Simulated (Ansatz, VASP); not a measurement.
## Two plane-wave programs on Mo

```
CELL_PARAMETERS angstrom
0.00000 2.01500 2.01500
2.01500 0.00000 2.01500
2.01500 2.01500 0.00000
ATOMIC_POSITIONS crystal
Mo 0.00000 0.00000 0.00000
```

Alike in both runs: task single point; functional PBE; k mesh 20 × 20 × 20; occupations gaussian, width 0.15 eV; no spin polarisation.

|  | VASP | Ansatz |
| --- | --- | --- |
| version | VASP 6.6.1 | Ansatz 0.2.0 |
| potentials or method | VASP PAW PBE potentials, release 64 (Mo_sv), cutoff 520 eV | scalar-relativistic, plane waves, PAW |
| valence electrons in the cell | 14 | 14 |

Ansatz gave:

| Item | Value |
| --- | --- |
| gap on the k mesh at the Fermi level (eV) | none |
| pressure (GPa) | -4.7 |

**Question.** Estimate VASP's values.

**Answer.** gap on the k mesh at the Fermi level (eV): none; pressure (GPa): -4.2.

A gap of «none» marks a metal or a gap that the smearing closes. The functional is the same, so the differences come from potentials, cutoffs and numerics.
